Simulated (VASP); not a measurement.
Cs3Si:

```xyz
4
Lattice="5.2876 0.0000 0.0000 0.0000 5.2876 0.0000 0.0000 0.0000 5.2876" Properties=species:S:1:pos:R:3 pbc="T T T"
Cs    0.0000    2.6438    2.6438
Cs    2.6438    0.0000    2.6438
Cs    2.6438    2.6438    0.0000
Si    0.0000    0.0000    0.0000
```

```yaml
Program: VASP 6.6.1
Task: relaxation of cell and atoms
Functional: PBE
Potentials_or_basis: VASP PAW PBE potentials, release 64 (Cs_sv, Si)
Cutoff: 600 eV
k_mesh: 4 × 4 × 4
Occupations: gaussian, width 0.1 eV
Spin: no spin polarisation
```

At the start: pressure 4.5 GPa; volume 36.96 Å³/atom.

Task: How do energy, volume and symmetry change on relaxing?

Result: Over 5 steps the energy falls by 156.9 meV/atom and the volume is 53.90 Å³/atom (+45.8 %); space group Pm-3m (No. 221, to 0.1 Å) before and after.

Step by step:
```csv
step,energy change (eV),largest force (eV/Å),pressure (GPa),volume (Å³)
1,0.0000,0.0000,4.51,147.84
2,-0.4374,0.0000,1.83,171.25
3,-0.5985,0.0000,0.57,193.97
4,-0.5615,0.0000,-0.57,245.26
5,-0.6276,0.0000,-0.09,215.62
```

Final structure:
```yaml
crystal:
  lattice:
    - [5.99647, 0.00000, 0.00000]
    - [0.00000, 5.99647, 0.00000]
    - [0.00000, 0.00000, 5.99647]
  atoms:
    - { symbol: Cs, position: [0.00000, 0.50000, 0.50000] }
    - { symbol: Cs, position: [0.50000, 0.00000, 0.50000] }
    - { symbol: Cs, position: [0.50000, 0.50000, 0.00000] }
    - { symbol: Si, position: [0.00000, 0.00000, 0.00000] }
```

Caveat: the volume moved by over 15 % at a fixed basis, so the end points are rough.
